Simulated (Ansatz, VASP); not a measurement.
SiSe2 in VASP and in Ansatz

```
Si Se
1.0
    -2.92503    4.75197    2.91846
     2.92503   -4.75197    2.91846
     2.92503    4.75197   -2.91846
Si Se
2 4
Direct
  0.75000 0.75000 0.00000
  0.25000 0.25000 0.00000
  0.12618 0.22282 0.34900
  0.87382 0.77718 0.65100
  0.37382 0.72282 0.09664
  0.62618 0.27718 0.90336
```

Alike in both runs: task relaxation of cell and atoms; functional PBE; k mesh 8 × 8 × 8; occupations gaussian, width 0.02 eV; no spin polarisation.

|  | VASP | Ansatz |
| --- | --- | --- |
| version | VASP 6.6.1 | Ansatz 0.2.0 |
| potentials or method | VASP PAW PBE potentials, release 64 (Si, Se), cutoff 500 eV | scalar-relativistic, plane waves, PAW |
| valence electrons in the cell | 32 | 72 |

|  | VASP | Ansatz | Ansatz less VASP |
| --- | --- | --- | --- |
| gap on the k mesh at the Fermi level, each at its own relaxed structure (eV) | 2.19 | 2.21 | +0.028 |
| relaxed volume (Å³/atom) | 35.99 | 36.70 | +0.718 |
| relaxed cell length with the largest relative difference (Å) | 7.096 | 7.137 | +0.0409 |

VASP's potentials hold 32 valence electrons a cell and Ansatz's 72, so a difference there can come from the potentials and not from the codes.

Noted on VASP's run: the volume moved by over 15 % at a fixed basis, so the end points are rough.
